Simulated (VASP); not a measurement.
# AlFe in VASP: notebook

AlFe is run at these levels: PBEsol, B3LYP; tasks: single point.

All numbers are computed with VASP 6.6.1; they aren't measurements. Logs are shortened: lines on timing, memory, paths and dates and some standing lists are left out, and cuts for length are marked.

**1. The cell of the first run**

Symmetry: Pm-3m, No. 221, cubic system. The conventional cell has a = 2.910 Å, b = 2.910 Å, c = 2.910 Å, α = 90.00°, β = 90.00°, γ = 90.00°. Within 3.3 Å of Fe (site symmetry m-3m) lie 8 Al at 2.52 Å and 6 Fe at 2.91 Å. Al (site symmetry m-3m) has 8 Fe at 2.52 Å and 6 Al at 2.91 Å within 3.3 Å.

**2. Single point, PBEsol, collinear spin, ferromagnetic start**

Input file INCAR:

```
PREC = Accurate
ENCUT = 690
EDIFF = 1E-6
ISMEAR = -1
SIGMA = 0.05
LREAL = False
LASPH = True
NELM = 200
ALGO = Normal
ISIF = 2
LWAVE = False
LCHARG = True
ISPIN = 2
MAGMOM = 3.8 0
LORBIT = 11
NUPDOWN = 3.8
LMAXMIX = 4
GGA = PS
LELF = True
LVHAR = True
NBANDS = 20
GGA_COMPAT = False
```

Input file KPOINTS:

```
Automatic mesh
0
Gamma
  8 8 8
```

Input file POSCAR:

```
AlFe
1.0
    2.9100000000      0.0000000000      0.0000000000
    0.0000000000      2.9100000000      0.0000000000
    0.0000000000      0.0000000000      2.9100000000
Fe Al
1 1
Direct
    0.5000000000      0.5000000000      0.5000000000
    0.0000000000      0.0000000000      0.0000000000
```

Potentials or basis: VASP PAW PBE potentials, release 64 (Fe_sv, Al).

On the command line:

```sh
cat potpaw_PBE.64/Fe_sv/POTCAR potpaw_PBE.64/Al/POTCAR > POTCAR
mpirun -np 1 vasp_std > vasp.out
```

OUTCAR:

```text
PREC = Accurate
   ENCUT = 690
   EDIFF = 1E-6
   ISMEAR = -1
   LREAL = False
   LASPH = True
   NELM = 200
   ISIF = 2
   ISPIN = 2
   LORBIT = 11
   NUPDOWN = 3.8
   GGA = PS

 ion  position               nearest neighbor table
   1  0.500  0.500  0.500-   2 2.52   2 2.52   2 2.52   2 2.52   2 2.52   2 2.52   2 2.52   2 2.52

   2  0.000  0.000  0.000-   1 2.52   1 2.52   1 2.52   1 2.52   1 2.52   1 2.52   1 2.52   1 2.52

  LATTYP: Found a simple cubic cell.
 ALAT       =     2.9100000000

  Lattice vectors:

 A1 = (   2.9100000000,   0.0000000000,   0.0000000000)
 A2 = (   0.0000000000,   2.9100000000,   0.0000000000)
 A3 = (   0.0000000000,   0.0000000000,   2.9100000000)

Analysis of symmetry for initial positions (statically):
=====================================================================
 Subroutine PRICEL returns:
 Original cell was already a primitive cell.

 Routine SETGRP: Setting up the symmetry group for a
 simple cubic supercell.

 Subroutine GETGRP returns: Found 48 space group operations
 (whereof 48 operations were pure point group operations)
 out of a pool of 48 trial point group operations.

The static configuration has the point symmetry O_h .

Analysis of symmetry for dynamics (positions and initial velocities):
=====================================================================
 Subroutine PRICEL returns:
 Original cell was already a primitive cell.

 Routine SETGRP: Setting up the symmetry group for a
 simple cubic supercell.

 Subroutine GETGRP returns: Found 48 space group operations
 (whereof 48 operations were pure point group operations)
 out of a pool of 48 trial point group operations.

The dynamic configuration has the point symmetry O_h .

Analysis of structural, dynamic, and magnetic symmetry:
=====================================================================
 Subroutine PRICEL returns:
 Original cell was already a primitive cell.

 Routine SETGRP: Setting up the symmetry group for a
 simple cubic supercell.

 Subroutine GETGRP returns: Found 48 space group operations
 (whereof 48 operations were pure point group operations)
 out of a pool of 48 trial point group operations.

The overall configuration has the point symmetry O_h .

 Subroutine INISYM returns: Found 48 space group operations
 (whereof 48 operations are pure point group operations),
 and found     1 'primitive' translations

----------------------------------------------------------------------------------------

                                     Primitive cell

  volume of cell :      24.6422

  direct lattice vectors                    reciprocal lattice vectors
     2.910000000  0.000000000  0.000000000     0.343642612  0.000000000  0.000000000
     0.000000000  2.910000000  0.000000000     0.000000000  0.343642612  0.000000000
     0.000000000  0.000000000  2.910000000     0.000000000  0.000000000  0.343642612

  length of vectors
     2.910000000  2.910000000  2.910000000     0.343642612  0.343642612  0.343642612

  position of ions in fractional coordinates (direct lattice)
     0.500000000  0.500000000  0.500000000
     0.000000000  0.000000000  0.000000000

  ion indices of the primitive-cell ions
   primitive index   ion index
                 1           1
                 2           2

----------------------------------------------------------------------------------------

 KPOINTS: Automatic mesh

Automatic generation of k-mesh.
 Grid dimensions read from file:
 generate k-points for:    8    8    8

 Generating k-lattice:

  Cartesian coordinates                     Fractional coordinates (reciprocal lattice)
     0.042955326  0.000000000  0.000000000     0.125000000  0.000000000  0.000000000
     0.000000000  0.042955326  0.000000000     0.000000000  0.125000000  0.000000000
     0.000000000  0.000000000  0.042955326     0.000000000  0.000000000  0.125000000

  Length of vectors
     0.042955326  0.042955326  0.042955326

  Shift w.r.t. Gamma in fractional coordinates (k-lattice)
     0.000000000  0.000000000  0.000000000

 Subroutine IBZKPT returns following result:
 ===========================================

 Found     35 irreducible k-points:

 Following reciprocal coordinates:
            Coordinates               Weight
  0.000000  0.000000  0.000000      1.000000
  0.125000  0.000000  0.000000      6.000000
  0.250000  0.000000  0.000000      6.000000
  0.375000  0.000000  0.000000      6.000000
  0.500000  0.000000  0.000000      3.000000
  0.125000  0.125000  0.000000     12.000000
[... 16 lines left out ...]
  0.375000  0.375000  0.125000     24.000000
  0.500000  0.375000  0.125000     24.000000
 [... further k-points ...]
   k-points           NKPTS =     35   k-points in BZ     NKDIM =     35   number of bands    NBANDS=     20
   number of dos      NEDOS =    301   number of ions     NIONS =      2
   total plane-waves  NPLWV =  21952
   dimension x,y,z NGX =    28 NGY =   28 NGZ =   28
   dimension x,y,z NGXF=    56 NGYF=   56 NGZF=   56
   ions per type =               1   1
   NGX,Y,Z   is equivalent  to a cutoff of  16.00, 16.00, 16.00 a.u.
   NGXF,Y,Z  is equivalent  to a cutoff of  31.99, 31.99, 31.99 a.u.
 SYSTEM =  unknown system
   PREC   = accura    normal or accurate (medium, high low for compatibility)
   ISTART =      0    job   : 0-new  1-cont  2-samecut
   ICHARG =      2    charge: 1-file 2-atom 10-const
   ISPIN  =      2    spin polarized calculation?
   LNONCOLLINEAR =      F non collinear calculations
   LSORBIT =      F    spin-orbit coupling
   LASPH  =      T    aspherical Exc in radial PAW
   ENCUT  =  690.0 eV  50.71 Ry    7.12 a.u.   6.23  6.23  6.23*2*pi/ulx,y,z
   NELM   =    200;   NELMIN=  2; NELMDL= -5     # of ELM steps
   EDIFF  = 0.1E-05   stopping-criterion for ELM
   LREAL  =      F    real-space projection
[... 7 lines left out ...]
   TEBEG  =    0.0;   TEEND  =   0.0 temperature during run
   PSTRESS=    0.0 pullay stress
   NELECT =      19.0000    total number of electrons
   NUPDOWN=       3.8000    fix difference up-down
   EMIN   =  10.00;   EMAX   =-10.00  energy-range for DOS
   EFERMI =   0.00;   METHOD = LEGACY
   ISMEAR =    -1;   SIGMA  =   0.05  broadening in eV -4-tet -1-fermi 0-gaus
   EFERMI_NEDOS =   21; number of points for ismear=-14 and -15
   IALGO  =     38    algorithm
   IMIX   =      4    mixing-type and parameters
     AMIX     =   0.40;   BMIX     =  1.00
     AMIX_MAG =   1.60;   BMIX_MAG =  1.00
  volume/ion in A,a.u.               =      12.32        83.15
  Fermi-wavevector in a.u.,A,eV,Ry     =   1.501181  2.836821 30.661331  2.253544
  Thomas-Fermi vector in A             =   2.612585
   LORBIT       =     11    0 simple, 1 ext, 2 COOP (PROOUT), +10 PAW based schemes
   GGA     = PS    functional components
   LHFCALC =     F    Hartree Fock is set to
   AEXX    =    0.0000 exact exchange contribution
   IVDW    =     0    specifies the selected vdW correction
   LEPSILON=     F    determine dielectric tensor
   LRPA    =     F    only Hartree local field effects (RPA)
 spin polarized calculation
  energy-cutoff  :      690.00
  volume of cell :       24.64
 maximum number of plane-waves:      1064
 NGX is ok and might be reduce to    28
   NGX = 13   NGY = 13   NGZ = 13

 number of electron      19.0000013 magnetization       3.8000002

 Free energy of the ion-electron system (eV)
  ---------------------------------------------------
  ext. energy  EPLUGINS =         0.00000000
  ---------------------------------------------------
  free energy    TOTEN  =       -11.60935534 eV

  energy without entropy =      -11.59338575  energy(sigma->0) =      -11.60137054

 E-fermi :  10.2522     XC(G=0): -12.3737

 val. band max:       13.8781091912   @ k =   0.5000   0.3750   0.3750
 cond. band min:      10.2600818576   @ k =   0.2500   0.2500   0.0000
 fundamental gap:     -3.6180273336
 Fermi energy:        13.9136849452

 spin component 1

 k-point     1 :       0.0000    0.0000    0.0000
  band No.  band energies     occupation
      1     -78.0934      1.00000
      2     -44.2386      1.00000
      3     -44.2386      1.00000
      4     -44.2386      1.00000
      5      -0.1003      1.00000
      6       6.5501      1.00000
[... 12 lines left out ...]
     19      31.3515      0.00000
     20      33.1220      0.00000

 k-point     2 :       0.1250    0.0000    0.0000
  band No.  band energies     occupation
      1     -78.0929      1.00000
      2     -44.2455      1.00000
      3     -44.2379      1.00000
      4     -44.2379      1.00000
      5       0.1847      1.00000
      6       6.5703      1.00000
[... 498 lines left out ...]
 k-point    24 :       0.5000    0.3750    0.1250
  band No.  band energies     occupation
      1     -78.0861      1.00000
      2     -44.2819      1.00000
      3     -44.2743      1.00000
      4     -44.2380      1.00000
      5       4.7617      1.00000
      6       6.2414      1.00000
[... 12 lines left out ...]
     19      29.7683      0.00000
     20      31.1944      0.00000

 [... further k-points ...]

 spin component 2

 k-point     1 :       0.0000    0.0000    0.0000
  band No.  band energies     occupation
      1     -74.5703      1.00000
      2     -40.7881      1.00000
      3     -40.7881      1.00000
      4     -40.7881      1.00000
      5       0.6351      1.00000
      6       8.8748      1.00000
[... 12 lines left out ...]
     19      32.2742      0.00000
     20      33.7738      0.00000

 k-point     2 :       0.1250    0.0000    0.0000
  band No.  band energies     occupation
      1     -74.5696      1.00000
      2     -40.7963      1.00000
      3     -40.7874      1.00000
      4     -40.7874      1.00000
      5       0.9198      1.00000
      6       8.7965      1.00000
[... 498 lines left out ...]
 k-point    24 :       0.5000    0.3750    0.1250
  band No.  band energies     occupation
      1     -74.5620      1.00000
      2     -40.8388      1.00000
      3     -40.8299      1.00000
      4     -40.7874      1.00000
      5       6.1496      1.00000
      6       7.5136      1.00000
[... 12 lines left out ...]
     19      30.7550      0.00000
     20      31.8522      0.00000

 [... further k-points ...]
[... 5 lines left out ...]
  --------------------------------------------------------------------------------------
  -------------------------------------------------------------------------------------
  Total        4.1139118      4.1139118      4.1139118      0.0000000      0.0000000     -0.0000000
  in kB      267.4770921    267.4770921    267.4770921      0.0000000      0.0000000     -0.0000000
  external PRESSURE =     267.4770921 kB  Pullay stress =       0.0000000 kB

 VOLUME and BASIS-vectors are now :
 -----------------------------------------------------------------------------
  energy-cutoff  :      690.00
  volume of cell :       24.64
      direct lattice vectors                 reciprocal lattice vectors
     2.910000000  0.000000000  0.000000000     0.343642612  0.000000000  0.000000000
     0.000000000  2.910000000  0.000000000     0.000000000  0.343642612  0.000000000
     0.000000000  0.000000000  2.910000000     0.000000000  0.000000000  0.343642612

 POSITION                                       TOTAL-FORCE (eV/Angst)
 -----------------------------------------------------------------------------------
      1.45500      1.45500      1.45500         0.000000      0.000000      0.000000
      0.00000      0.00000      0.00000         0.000000      0.000000      0.000000
 -----------------------------------------------------------------------------------
    total drift:                                0.000000      0.000000      0.000000

  FREE ENERGIE OF THE ION-ELECTRON SYSTEM (eV)
  ---------------------------------------------------
  free  energy   TOTEN  =       -11.6093553402 eV

  energy  without entropy=      -11.5933857494  energy(sigma->0) =      -11.60137054

 total charge

# of ion       s       p       d       tot
------------------------------------------
    1        2.199   6.051   5.456  13.706
    2        0.425   0.438   0.000   0.863
--------------------------------------------------
tot          2.624   6.489   5.456  14.569

 magnetization (x)

# of ion       s       p       d       tot
------------------------------------------
    1        0.053   0.043   2.933   3.029
    2        0.030   0.047   0.000   0.077
--------------------------------------------------
tot          0.084   0.090   2.933   3.106
```

Run time: 34 s. Hardware: 1 thread of AMD EPYC 9R45 (Zen 5), shared host; peak memory 0.16 GiB.

Results:

- Free energy: -11.6094 eV
- Pressure: 26.7 GPa
- Net moment: 3.80 μB per cell
- Site moments: Fe +3.03; Al +0.08 μB
- Valence electrons inside the program's atomic spheres: Fe 13.71; Al 0.86

Caveat: the cell stands under pressure; the PAW data sets were made with another functional, which shifts forces and pressure a little; the total moment is fixed, so each spin has its own Fermi level and the state may be an excited one.

(Part 1 of 2 ends here.)
